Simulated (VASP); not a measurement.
A run of VASP 6.6.1:

INCAR

```
SYSTEM = AlN
ALGO = Normal
EDIFF = 1E-6
ENCUT = 520
GGA = PS
ISIF = 2
ISMEAR = 0
LASPH = .TRUE.
LCHARG = .FALSE.
LREAL = .FALSE.
LWAVE = .FALSE.
NBANDS = 16
NELM = 80
PREC = Accurate
SIGMA = 0.02
```

The input KPOINTS:

```
k-points
0
G
  9 9 6
  0 0 0
```

POSCAR

```
AlN
1.0
    3.1138266752      0.0000000000      0.0000000000
   -1.5569133376      2.6966530038      0.0000000000
    0.0000000000      0.0000000000      4.9836504539
Al N
2 2
Direct
    0.3333333333      0.6666666667     -0.0009921450
    0.6666666667      0.3333333333      0.4990078550
    0.3333333333      0.6666666667      0.3809921450
    0.6666666667      0.3333333333      0.8809921450
```

Potentials or basis: VASP PAW PBE potentials, release 64 (Al, N).

Command:

```bash
$ cat potpaw_PBE.64/Al/POTCAR potpaw_PBE.64/N/POTCAR > POTCAR
$ mpirun -np 1 vasp_std > vasp.out
```

Hardware: 1 thread of Intel(R) Xeon(R) Platinum 8375C CPU @ 2.90GHz (Ice Lake) (shared host).

Problem. How long does it take, and how much memory?

Solution. It took 17 s on 1 thread of Intel(R) Xeon(R) Platinum 8375C CPU @ 2.90GHz (Ice Lake), with other jobs on the host, peak memory 0.16 GiB. Counts: scf iterations 13, k points 48.
